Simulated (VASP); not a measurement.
# Pd (Fm-3m) in VASP: further runs

Pd is run at these levels: LDA; tasks: single point, relaxation of cell and atoms.

Everything below comes from runs of VASP 6.6.1. Logs are shortened: lines on timing, memory, paths and dates and some standing lists are left out, and cuts for length are marked.

### Step 1. The cell of the first run

Symmetry: Fm-3m, No. 225, cubic system. Conventional cell: a = 3.841 Å, b = 3.841 Å, c = 3.841 Å, α = 90.00°, β = 90.00°, γ = 90.00°. Within 3.6 Å of Pd (site symmetry m-3m) lie 12 Pd at 2.72 Å.

### Step 2. Single point, LDA

File INCAR:

```
SYSTEM = Pd
PREC = Accurate
ENCUT = 500
EDIFF = 1E-6
ISMEAR = -1
SIGMA = 0.1
LREAL = .False.
LASPH = .True.
NELM = 120
ALGO = Normal
ISIF = 2
LWAVE = .False.
LCHARG = .True.
LELF = .True.
LVHAR = .True.
NBANDS = 11
GGA_COMPAT = .False.
```

File KPOINTS:

```
regular mesh
0
Gamma
  10 10 10
  0 0 0
```

File POSCAR:

```
Pd
1.0
    0.0000000000      1.9204456635      1.9204456635
    1.9204456635      0.0000000000      1.9204456635
    1.9204456635      1.9204456635      0.0000000000
Pd
1
Direct
    0.0000000000      0.0000000000      0.0000000000
```

Potentials or basis: VASP PAW LDA potentials, release 64 (Pd).

The run is started by

```
cat potpaw_LDA.64/Pd/POTCAR > POTCAR
mpirun -np 1 vasp_std > vasp.out
```

OUTCAR:

```text
SYSTEM = Pd
   PREC = Accurate
   ENCUT = 500
   EDIFF = 1E-6
   ISMEAR = -1
   LREAL = .False.
   LASPH = .True.
   NELM = 120
   ISIF = 2

 ion  position               nearest neighbor table
   1  0.000  0.000  0.000-

  LATTYP: Found a face centered cubic cell.
 ALAT       =     3.8408913270

  Lattice vectors:

 A1 = (   0.0000000000,   1.9204456635,   1.9204456635)
 A2 = (   1.9204456635,   0.0000000000,   1.9204456635)
 A3 = (   1.9204456635,   1.9204456635,   0.0000000000)

Analysis of symmetry for initial positions (statically):
=====================================================================
 Subroutine PRICEL returns:
 Original cell was already a primitive cell.

 Routine SETGRP: Setting up the symmetry group for a
 face centered cubic supercell.

 Subroutine GETGRP returns: Found 48 space group operations
 (whereof 48 operations were pure point group operations)
 out of a pool of 48 trial point group operations.

The static configuration has the point symmetry O_h .

Analysis of symmetry for dynamics (positions and initial velocities):
=====================================================================
 Subroutine PRICEL returns:
 Original cell was already a primitive cell.

 Routine SETGRP: Setting up the symmetry group for a
 face centered cubic supercell.

 Subroutine GETGRP returns: Found 48 space group operations
 (whereof 48 operations were pure point group operations)
 out of a pool of 48 trial point group operations.

The dynamic configuration has the point symmetry O_h .

 Subroutine INISYM returns: Found 48 space group operations
 (whereof 48 operations are pure point group operations),
 and found     1 'primitive' translations

----------------------------------------------------------------------------------------

                                     Primitive cell

  volume of cell :      14.1656

  direct lattice vectors                    reciprocal lattice vectors
     0.000000000  1.920445664  1.920445664    -0.260356234  0.260356234  0.260356234
     1.920445664  0.000000000  1.920445664     0.260356234 -0.260356234  0.260356234
     1.920445664  1.920445664  0.000000000     0.260356234  0.260356234 -0.260356234

  length of vectors
     2.715920303  2.715920303  2.715920303     0.450950225  0.450950225  0.450950225

  position of ions in fractional coordinates (direct lattice)
     0.000000000  0.000000000  0.000000000

  ion indices of the primitive-cell ions
   primitive index   ion index
                 1           1

----------------------------------------------------------------------------------------

 KPOINTS: regular mesh

Automatic generation of k-mesh.
 Grid dimensions read from file:
 generate k-points for:   10   10   10

 Generating k-lattice:

  Cartesian coordinates                     Fractional coordinates (reciprocal lattice)
    -0.026035623  0.026035623  0.026035623     0.100000000  0.000000000  0.000000000
     0.026035623 -0.026035623  0.026035623     0.000000000  0.100000000  0.000000000
     0.026035623  0.026035623 -0.026035623     0.000000000  0.000000000  0.100000000

  Length of vectors
     0.045095022  0.045095022  0.045095022

  Shift w.r.t. Gamma in fractional coordinates (k-lattice)
     0.000000000  0.000000000  0.000000000

 Subroutine IBZKPT returns following result:
 ===========================================

 Found     47 irreducible k-points:

 Following reciprocal coordinates:
            Coordinates               Weight
  0.000000  0.000000  0.000000      1.000000
  0.100000  0.000000  0.000000      8.000000
  0.200000  0.000000  0.000000      8.000000
  0.300000  0.000000  0.000000      8.000000
  0.400000  0.000000  0.000000      8.000000
  0.500000  0.000000  0.000000      4.000000
[... 16 lines left out ...]
  0.300000  0.300000  0.000000      6.000000
  0.400000  0.300000  0.000000     24.000000
 [... further k-points ...]
   k-points           NKPTS =     47   k-points in BZ     NKDIM =     47   number of bands    NBANDS=     11
   number of dos      NEDOS =    301   number of ions     NIONS =      1
   total plane-waves  NPLWV =   8000
   dimension x,y,z NGX =    20 NGY =   20 NGZ =   20
   dimension x,y,z NGXF=    40 NGYF=   40 NGZF=   40
   ions per type =               1
   NGX,Y,Z   is equivalent  to a cutoff of  12.24, 12.24, 12.24 a.u.
   NGXF,Y,Z  is equivalent  to a cutoff of  24.48, 24.48, 24.48 a.u.
 SYSTEM =  Pd
   PREC   = accura    normal or accurate (medium, high low for compatibility)
   ISTART =      0    job   : 0-new  1-cont  2-samecut
   ICHARG =      2    charge: 1-file 2-atom 10-const
   ISPIN  =      1    spin polarized calculation?
   LNONCOLLINEAR =      F non collinear calculations
   LSORBIT =      F    spin-orbit coupling
   LASPH  =      T    aspherical Exc in radial PAW
   ENCUT  =  500.0 eV  36.75 Ry    6.06 a.u.   4.95  4.95  4.95*2*pi/ulx,y,z
   NELM   =    120;   NELMIN=  2; NELMDL= -5     # of ELM steps
   EDIFF  = 0.1E-05   stopping-criterion for ELM
   LREAL  =      F    real-space projection
   EDIFFG = 0.1E-04   stopping-criterion for IOM
   NSW    =      0    number of steps for IOM
   IBRION =     -1    ionic relax: 0-MD 1-quasi-New 2-CG
   NFREE  =      0    steps in history (QN), initial steepest desc. (CG)
   ISIF   =      2    stress and relaxation
   ISYM   =      2    0-nonsym 1-usesym 2-fastsym
   POTIM  = 0.5000    time-step for ionic-motion
   TEBEG  =    0.0;   TEEND  =   0.0 temperature during run
   PSTRESS=    0.0 pullay stress
   NELECT =      10.0000    total number of electrons
   NUPDOWN=      -1.0000    fix difference up-down
   EMIN   =  10.00;   EMAX   =-10.00  energy-range for DOS
   EFERMI =   0.00;   METHOD = LEGACY
   ISMEAR =    -1;   SIGMA  =   0.10  broadening in eV -4-tet -1-fermi 0-gaus
   EFERMI_NEDOS =   21; number of points for ismear=-14 and -15
   IALGO  =     38    algorithm
   IMIX   =      4    mixing-type and parameters
     AMIX     =   0.40;   BMIX     =  1.00
     AMIX_MAG =   1.60;   BMIX_MAG =  1.00
  volume/ion in A,a.u.               =      14.17        95.59
  Fermi-wavevector in a.u.,A,eV,Ry     =   1.457682  2.754620 28.910162  2.124837
  Thomas-Fermi vector in A             =   2.574455
   LORBIT       =      0    0 simple, 1 ext, 2 COOP (PROOUT), +10 PAW based schemes
   GGA     = CA    functional components
   LHFCALC =     F    Hartree Fock is set to
   AEXX    =    0.0000 exact exchange contribution
   IVDW    =     0    specifies the selected vdW correction
   LEPSILON=     F    determine dielectric tensor
   LRPA    =     F    only Hartree local field effects (RPA)
 non-spin polarized calculation
  energy-cutoff  :      500.00
  volume of cell :       14.17
 maximum number of plane-waves:       370
   NGX =  9   NGY =  9   NGZ =  9

 number of electron      10.0000005 magnetization

 Free energy of the ion-electron system (eV)
  ---------------------------------------------------
  ext. energy  EPLUGINS =         0.00000000
  ---------------------------------------------------
  free energy    TOTEN  =        -6.53582841 eV

  energy without entropy =       -6.48352437  energy(sigma->0) =       -6.50967639

 E-fermi :  10.3596     XC(G=0): -13.7640

 val. band max:       10.3188572666   @ k =   0.5000   0.1000   0.0000
 cond. band min:      10.3665957512   @ k =   0.5000   0.2000   0.0000
 fundamental gap:      0.0477384846
 Fermi energy:        10.3596115149

 k-point     1 :       0.0000    0.0000    0.0000
  band No.  band energies     occupation
      1       2.7447      2.00000
      2       7.2517      2.00000
      3       7.2517      2.00000
      4       7.2517      2.00000
      5       9.0058      2.00000
      6       9.0058      2.00000
      7      27.4404      0.00000
      8      32.3895      0.00000
      9      32.3895      0.00000
     10      32.3895      0.00000
     11      35.9598      0.00000

 k-point     2 :       0.1000    0.0000    0.0000
  band No.  band energies     occupation
      1       3.1149      2.00000
      2       7.1227      2.00000
      3       7.3784      2.00000
      4       7.3784      2.00000
      5       8.9486      2.00000
      6       8.9486      2.00000
      7      27.8362      0.00000
      8      30.4392      0.00000
      9      32.8445      0.00000
     10      32.8445      0.00000
     11      35.9932      0.00000

 k-point     3 :       0.2000    0.0000    0.0000
  band No.  band energies     occupation
      1       4.0426      2.00000
      2       6.9933      2.00000
      3       7.5730      2.00000
      4       7.5730      2.00000
      5       8.9802      2.00000
      6       8.9802      2.00000
      7      26.8436      0.00000
      8      28.7551      0.00000
      9      33.9542      0.00000
     10      33.9542      0.00000
     11      36.0349      0.00000

 k-point     4 :       0.3000    0.0000    0.0000
  band No.  band energies     occupation
      1       4.7048      2.00000
      2       7.4913      2.00000
      3       7.4913      2.00000
      4       7.7911      2.00000
      5       9.4389      1.99980
      6       9.4389      1.99980
      7      23.2733      0.00000
      8      28.1685      0.00000
      9      34.0318      0.00000
     10      34.0318      0.00000
     11      36.7790      0.00000
[... 239 lines left out ...]
 k-point    22 :      -0.2000    0.2000    0.0000
  band No.  band energies     occupation
      1       5.6231      2.00000
      2       6.4866      2.00000
      3       7.3441      2.00000
      4       8.2517      2.00000
      5       8.4083      2.00000
      6      10.9799      0.00404
      7      24.9064      0.00000
      8      25.9112      0.00000
      9      31.0399      0.00000
     10      33.6111      0.00000
     11      35.1727      0.00000

 k-point    23 :       0.3000    0.3000    0.0000
  band No.  band energies     occupation
      1       5.1392      2.00000
      2       5.5590      2.00000
      3       9.0414      2.00000
      4       9.1551      1.99999
      5       9.1551      1.99999
      6       9.8121      1.99165
      7      27.1686      0.00000
      8      27.1686      0.00000
      9      27.6971      0.00000
     10      31.0819      0.00000
     11      32.8666      0.00000

 k-point    24 :       0.4000    0.3000    0.0000
  band No.  band energies     occupation
      1       5.1249      2.00000
      2       5.4086      2.00000
      3       8.7358      2.00000
      4       9.2894      1.99995
      5      10.2306      1.56837
      6      11.3403      0.00011
      7      24.1971      0.00000
      8      25.9369      0.00000
      9      26.1230      0.00000
     10      31.6153      0.00000
     11      33.9238      0.00000

 [... further k-points ...]

------------------------ aborting loop because EDIFF is reached ----------------------------------------

  FORCE on cell =-STRESS in cart. coord.  units (eV):
  Direction    XX          YY          ZZ          XY          YZ          ZX
  --------------------------------------------------------------------------------------
  -------------------------------------------------------------------------------------
  Total        0.0289948      0.0289948      0.0289948      0.0000000      0.0000000      0.0000000
  in kB        3.2794020      3.2794020      3.2794020      0.0000000      0.0000000      0.0000000
  external PRESSURE =       3.2794020 kB  Pullay stress =       0.0000000 kB

 VOLUME and BASIS-vectors are now :
 -----------------------------------------------------------------------------
  energy-cutoff  :      500.00
  volume of cell :       14.17
      direct lattice vectors                 reciprocal lattice vectors
     0.000000000  1.920445664  1.920445664    -0.260356234  0.260356234  0.260356234
     1.920445664  0.000000000  1.920445664     0.260356234 -0.260356234  0.260356234
     1.920445664  1.920445664  0.000000000     0.260356234  0.260356234 -0.260356234

 POSITION                                       TOTAL-FORCE (eV/Angst)
 -----------------------------------------------------------------------------------
      0.00000      0.00000      0.00000         0.000000      0.000000      0.000000
 -----------------------------------------------------------------------------------
    total drift:                               -0.000000     -0.000000     -0.000000

  FREE ENERGIE OF THE ION-ELECTRON SYSTEM (eV)
  ---------------------------------------------------
  free  energy   TOTEN  =        -6.5358284119 eV

  energy  without entropy=       -6.4835243735  energy(sigma->0) =       -6.50967639
```

Wall time 3.7 s (1 thread of AMD EPYC 9R45 (Zen 5), shared host); peak memory 0.09 GiB.

Results:

```
Free energy            : -6.5358 eV
Pressure               : 0.3 GPa
Band gap on the k mesh : zero (bands 5 and 6 overlap by 1.69 eV)
```

### Step 3. Relaxation of cell and atoms, LDA

This run uses another cell than the first one, of 14.75 Å³/atom.

File INCAR:

```
SYSTEM = Pd
PREC = Accurate ; ENCUT = 500
EDIFF = 1E-7 ; ISMEAR = -1
SIGMA = 0.1 ; LREAL = .False.
LASPH = .True. ; NELM = 120
ALGO = Normal ; ISIF = 3
LWAVE = .False. ; LCHARG = .False.
GGA = CA ; IBRION = 2
NSW = 50 ; EDIFFG = -0.02
GGA_COMPAT = .False. ; NELMIN = 4
```

KPOINTS is that of step 2.

File POSCAR:

```
Pd
1.0
    0.0000000000      1.9465000000      1.9465000000
    1.9465000000      0.0000000000      1.9465000000
    1.9465000000      1.9465000000      0.0000000000
Pd
1
Direct
    0.0000000000      0.0000000000      0.0000000000
```

Potentials or basis: VASP PAW LDA potentials, release 64 (Pd).

The run is started by

```
cat potpaw_LDA.64/Pd/POTCAR > POTCAR
mpirun -np 1 vasp_std > vasp.out
```

OUTCAR:

```text
SYSTEM = Pd
   PREC = Accurate
   ENCUT = 500
   EDIFF = 1E-7
   ISMEAR = -1
   LREAL = .False.
   LASPH = .True.
   NELM = 120
   ISIF = 3
   GGA = CA
   IBRION = 2
   NSW = 50
   EDIFFG = -0.02
   NELMIN = 4

 ion  position               nearest neighbor table
   1  0.000  0.000  0.000-

  LATTYP: Found a face centered cubic cell.
 ALAT       =     3.8930000000

  Lattice vectors:

 A1 = (   0.0000000000,   1.9465000000,   1.9465000000)
 A2 = (   1.9465000000,   0.0000000000,   1.9465000000)
 A3 = (   1.9465000000,   1.9465000000,   0.0000000000)

Analysis of symmetry for initial positions (statically):
=====================================================================
 Subroutine PRICEL returns:
 Original cell was already a primitive cell.

 Routine SETGRP: Setting up the symmetry group for a
[... 176 lines left out ...]

 k-point     1 :       0.0000    0.0000    0.0000
  band No.  band energies     occupation
      1       2.3543      2.00000
      2       6.7313      2.00000
      3       6.7313      2.00000
      4       6.7313      2.00000
      5       8.3735      1.99999
      6       8.3735      1.99999
      7      26.7261      0.00000
      8      31.4399      0.00000
      9      31.4399      0.00000
[... 345 lines left out ...]
--------------------------------------- Ionic step        3  -------------------------------------------

 number of electron      10.0000005 magnetization

 Free energy of the ion-electron system (eV)
  ---------------------------------------------------
  ext. energy  EPLUGINS =         0.00000000
  ---------------------------------------------------
  free energy    TOTEN  =        -6.53607068 eV

  energy without entropy =       -6.48362391  energy(sigma->0) =       -6.50984729

 E-fermi :  10.3216     XC(G=0): -13.7511

 val. band max:       10.2807077825   @ k =   0.5000   0.1000   0.0000
 cond. band min:      10.3282713073   @ k =   0.5000   0.2000   0.0000
 fundamental gap:      0.0475635248
 Fermi energy:        10.3215979174

 k-point     1 :       0.0000    0.0000    0.0000
  band No.  band energies     occupation
      1       2.7238      2.00000
      2       7.2242      2.00000
      3       7.2242      2.00000
      4       7.2242      2.00000
      5       8.9722      2.00000
      6       8.9722      2.00000
      7      27.4030      0.00000
      8      32.3398      0.00000
      9      32.3398      0.00000
[... 304 lines left out ...]
  FREE ENERGIE OF THE ION-ELECTRON SYSTEM (eV)
  ---------------------------------------------------
  free  energy   TOTEN  =        -6.5360706783 eV

  energy  without entropy=       -6.4836239060  energy(sigma->0) =       -6.50984729

 reached required accuracy - stopping structural energy minimisation
```

OSZICAR:

```text
N       E                     dE             d eps       ncg     rms          rms(c)
DAV:   1     0.363814859925E+02    0.36381E+02   -0.52701E+03   854   0.102E+03
DAV:   2    -0.645497562022E+01   -0.42836E+02   -0.41687E+02   909   0.189E+02
DAV:   3    -0.685119195509E+01   -0.39622E+00   -0.39471E+00  1000   0.213E+01
[... 23 lines left out ...]
DAV:   4    -0.653594805819E+01    0.17992E-03   -0.54973E-03   933   0.585E-01    0.990E-02
DAV:   5    -0.653606103820E+01   -0.11298E-03   -0.10238E-04  1192   0.633E-02    0.267E-02
DAV:   6    -0.653607054079E+01   -0.95026E-05   -0.27135E-06   967   0.129E-02    0.134E-03
DAV:   7    -0.653607066354E+01   -0.12275E-06   -0.25953E-08   896   0.167E-03    0.321E-04
DAV:   8    -0.653607067827E+01   -0.14726E-07   -0.82240E-09   434   0.762E-04
   3 F= -.65360707E+01 E0= -.65098473E+01  d E =-.145667E-01
```

It took 6.8 s on 1 thread of AMD EPYC 9R45 (Zen 5), shared host; peak memory 0.1 GiB.

Results:

- Free energy: -6.5361 eV
- Relaxed volume: 14.20 Å³/atom
- Relaxed cell: a = 2.718 Å, b = 2.718 Å, c = 2.718 Å, α = 60.00°, β = 60.00°, γ = 60.00°
- Space group after relaxing (to 0.1 Å): Fm-3m (No. 225)
- Energy gained by relaxing: 14.6 meV/atom
- Ionic steps: 3
- Pressure after relaxing: -0.2 GPa
- Band gap on the k mesh: zero (bands 5 and 6 overlap by 1.69 eV)

Step by step:
```csv
step,energy change (eV),largest force (eV/Å),pressure (GPa),volume (Å³)
1,0.0000,0.0000,-7.91,14.75
2,0.0354,0.0000,18.41,13.25
3,-0.0146,0.0000,-0.18,14.20
```

Final structure:
```
CELL_PARAMETERS angstrom
0.00000 1.92179 1.92179
1.92179 0.00000 1.92179
1.92179 1.92179 0.00000
ATOMIC_POSITIONS crystal
Pd 0.00000 0.00000 0.00000
```

LDA usually gives volumes a few per cent too small. Zero-point motion and thermal expansion aren't in these numbers.
